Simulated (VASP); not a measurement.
# BN (zincblende type) in VASP: notebook, part 2 of 2

VASP 6.6.1.

### 4 Electric field gradients, PBE (x and y stretched by -1.5 %, z held)

INCAR

```
SYSTEM = BN
PREC     = Accurate       ! precision mode
ENCUT    = 520            ! plane-wave cutoff, eV
EDIFF    = 1E-8           ! SCF threshold, eV
ISMEAR   = -1             ! smearing method
SIGMA    = 0.03           ! smearing width, eV
LREAL    = .False.        ! projectors in reciprocal space
LASPH    = .True.         ! aspherical terms in the spheres
NELM     = 120            ! most SCF steps
ALGO     = Normal         ! electronic algorithm
ISIF     = 2              ! what is computed and relaxed
LWAVE    = .False.        ! write WAVECAR
LCHARG   = .False.        ! write CHGCAR
GGA      = PE             ! functional
LEFG     = .True.       
NBANDS   = 11             ! bands
GGA_COMPAT= .False.
```

KPOINTS

```
Automatic mesh
0
Gamma
  16 16 16
  0 0 0
```

POSCAR

```
BN
1.0
    0.0000000000      1.7851678744      1.8123531719
    1.7851678744      0.0000000000      1.8123531719
    1.7851678744      1.7851678744      0.0000000000
B N
1 1
Direct
    0.0000000000      0.0000000000      0.0000000000
    0.2500000000      0.2500000000      0.2500000000
```

Potentials or basis: VASP PAW PBE potentials, release 64 (B, N).

Started as:

```bash
> cat potpaw_PBE.64/B/POTCAR potpaw_PBE.64/N/POTCAR > POTCAR
> mpirun -np 1 vasp_std > vasp.out
```

OUTCAR:

```text
SYSTEM = BN
   PREC = Accurate
   ENCUT = 520
   EDIFF = 1E-8
   ISMEAR = -1
   LREAL = .False.
   LASPH = .True.
   NELM = 120
   ISIF = 2
   GGA = PE

 ion  position               nearest neighbor table
   1  0.000  0.000  0.000-   2 1.55   2 1.55   2 1.55   2 1.55
   2  0.250  0.250  0.250-   1 1.55   1 1.55   1 1.55   1 1.55

  LATTYP: Found a body centered tetragonal cell.
 ALAT       =     2.5246086191
 C/A-ratio  =     1.4357498095

  Lattice vectors:

 A1 = (  -1.7851678744,   0.0000000000,   1.8123531719)
 A2 = (   1.7851678744,   0.0000000000,   1.8123531719)
 A3 = (   0.0000000000,   1.7851678744,  -1.8123531719)

Analysis of symmetry for initial positions (statically):
=====================================================================
 Subroutine PRICEL returns:
 Original cell was already a primitive cell.

 Routine SETGRP: Setting up the symmetry group for a
 body centered tetragonal supercell.

 Subroutine GETGRP returns: Found  8 space group operations
 (whereof  8 operations were pure point group operations)
 out of a pool of 16 trial point group operations.

The static configuration has the point symmetry D_2d.

Analysis of symmetry for dynamics (positions and initial velocities):
=====================================================================
 Subroutine PRICEL returns:
 Original cell was already a primitive cell.

 Routine SETGRP: Setting up the symmetry group for a
 body centered tetragonal supercell.

 Subroutine GETGRP returns: Found  8 space group operations
 (whereof  8 operations were pure point group operations)
 out of a pool of 16 trial point group operations.

[... 480 lines left out ...]
      3       6.9405      2.00000
      4       7.6421      2.00000
      5      16.7717      0.00000
      6      16.7884      0.00000
      7      17.4424      0.00000
      8      19.1555      0.00000
      9      32.1459      0.00000
     10      32.4930      0.00000
     11      34.4171      0.00000

 [... further k-points ...]

------------------------ aborting loop because EDIFF is reached ----------------------------------------

  FORCE on cell =-STRESS in cart. coord.  units (eV):
  Direction    XX          YY          ZZ          XY          YZ          ZX
  --------------------------------------------------------------------------------------
  -------------------------------------------------------------------------------------
  Total        1.1122594      1.1122594      0.4132021      0.0000000      0.0000000      0.0000000
  in kB      154.2715099    154.2715099     57.3115432      0.0000000      0.0000000      0.0000000
  external PRESSURE =     121.9515210 kB  Pullay stress =       0.0000000 kB

 VOLUME and BASIS-vectors are now :
 -----------------------------------------------------------------------------
  energy-cutoff  :      520.00
  volume of cell :       11.55
      direct lattice vectors                 reciprocal lattice vectors
     0.000000000  1.785167874  1.812353172    -0.280085704  0.280085704  0.275884418
     1.785167874  0.000000000  1.812353172     0.280085704 -0.280085704  0.275884418
     1.785167874  1.785167874  0.000000000     0.280085704  0.280085704 -0.275884418

 POSITION                                       TOTAL-FORCE (eV/Angst)
 -----------------------------------------------------------------------------------
      0.00000      0.00000      0.00000         0.000000      0.000000     -0.000000
      0.89258      0.89258      0.90618        -0.000000     -0.000000      0.000000
 -----------------------------------------------------------------------------------
    total drift:                               -0.000000     -0.000000      0.000001

  FREE ENERGIE OF THE ION-ELECTRON SYSTEM (eV)
  ---------------------------------------------------
  free  energy   TOTEN  =       -17.4334605575 eV

  energy  without entropy=      -17.4334605575  energy(sigma->0) =      -17.43346056

 Electric field gradients (V/A^2)
---------------------------------------------------------------------
 ion       V_xx      V_yy      V_zz      V_xy      V_xz      V_yz
---------------------------------------------------------------------
   1       0.269     0.269    -0.538    -0.000    -0.000    -0.000
   2      -1.262    -1.262     2.524    -0.001    -0.000    -0.000
---------------------------------------------------------------------

 Electric field gradients after diagonalization (V/A^2)
 (convention: |V_zz| > |V_xx| > |V_yy|)
----------------------------------------------------------------------
 ion       V_xx      V_yy      V_zz     asymmetry (V_yy - V_xx)/ V_zz
----------------------------------------------------------------------
   1       0.269     0.269    -0.538       0.000
   2      -1.263    -1.262     2.524       0.000
----------------------------------------------------------------------

           NMR quadrupolar parameters

 Cq : quadrupolar parameter    Cq=e*Q*V_zz/h
 eta: asymmetry parameters     (V_yy - V_xx)/ V_zz
 Q  : nuclear electric quadrupole moment in mb (millibarn)
----------------------------------------------------------------------
 ion       Cq(MHz)       eta       Q (mb)
----------------------------------------------------------------------
   1      -0.001       0.000       1.000
   2       0.006       0.000       1.000
----------------------------------------------------------------------
```

OSZICAR:

```text
N       E                     dE             d eps       ncg     rms          rms(c)
DAV:   1     0.101101672656E+02    0.10110E+02   -0.49939E+03  7969   0.726E+02
DAV:   2    -0.179297779473E+02   -0.28040E+02   -0.27151E+02  9137   0.165E+02
DAV:   3    -0.184332699905E+02   -0.50349E+00   -0.50281E+00  9052   0.187E+01
DAV:   4    -0.184338327821E+02   -0.56279E-03   -0.56278E-03  8209   0.700E-01
DAV:   5    -0.184338332749E+02   -0.49278E-06   -0.49236E-06  8803   0.204E-02    0.683E+00
DAV:   6    -0.175273764734E+02    0.90646E+00   -0.29022E+00  8098   0.995E+00    0.335E+00
DAV:   7    -0.174481419273E+02    0.79235E-01   -0.11451E-01  8626   0.277E+00    0.195E+00
DAV:   8    -0.174331761436E+02    0.14966E-01   -0.36456E-02  8502   0.140E+00    0.205E-01
DAV:   9    -0.174333712965E+02   -0.19515E-03   -0.92804E-04  8116   0.260E-01    0.858E-02
DAV:  10    -0.174334555129E+02   -0.84216E-04   -0.11851E-04  8460   0.929E-02    0.153E-02
DAV:  11    -0.174334605319E+02   -0.50190E-05   -0.87083E-06  8766   0.243E-02    0.106E-02
DAV:  12    -0.174334605590E+02   -0.27106E-07   -0.15144E-06  8542   0.846E-03    0.621E-04
DAV:  13    -0.174334605575E+02    0.14918E-08   -0.22438E-08  8564   0.146E-03
   1 F= -.17433461E+02 E0= -.17433461E+02  d E =-.696738E-12
```

It took 68 s on 1 thread of Intel Xeon 8259CL, shared host; peak memory 0.16 GiB.

Results:

```
Free energy            : -17.4335 eV
Pressure               : 12.2 GPa
Band gap on the k mesh : 4.34 eV, indirect (least direct gap 8.84 eV)
```

Stress tensor (GPa, compression positive):
```
15.43  0.00  0.00
 0.00 15.43  0.00
 0.00  0.00  5.73
```

Levels at points of the mesh, in eV from the valence-band top:
| k point | band 2 | band 3 | band 4 | band 5 | band 6 | band 7 |
| --- | --- | --- | --- | --- | --- | --- |
| (0.00, 0.00, 0.00) | -0.16 | 0.00 | 0.00 | 8.84 | 8.84 | 8.95 |
| (0.50, 0.00, 0.00) | -10.95 | -2.15 | -1.91 | 10.23 | 10.85 | 10.86 |
| (0.50, 0.50, 0.00) | -9.26 | -4.93 | -4.93 | 4.61 | 9.54 | 18.18 |
| (0.50, 0.00, 0.50) | -9.04 | -5.14 | -5.13 | 4.34 | 9.19 | 18.09 |

Electric field gradients, principal values (V/Å²):
```
atom   least  middle  greatest (by size)
 1 B   0.269   0.269              -0.538
 2 N  -1.262  -1.263               2.524
```

Caveat: the cell differs from its parent crystal (x and y stretched by -1.5 %, z held); without QUAD_EFG the Cq values of the log hold for a quadrupole moment of 1 mb, not for the nuclei.

### 5 Overview

| task | cell | k mesh for the DOS | occupations for the DOS | gap on the mesh (eV) | pressure (GPa) |
| --- | --- | --- | --- | --- | --- |
| electric field gradients | a = 2.597 Å, angles 60.0°, 2 atoms | - | - | 4.41 | -13.4 |
| density of states | a = 2.563 Å, angles 60.0°, 2 atoms | 24 × 24 × 24 | tetrahedron | - | - |
| electric field gradients | a = 2.544, b = 2.544, c = 2.525 Å, angles 60.3, 60.3, 59.5°, 2 atoms | - | - | 4.34 | 12.2 |

Alike in all rows: level PBE; potentials or basis VASP PAW PBE potentials, release 64 (B, N); no spin polarisation; k mesh 16 × 16 × 16; cutoff (eV) 520; smearing fermi-dirac 0.03 eV.

Absolute energies hang on the potentials; compare differences alone.
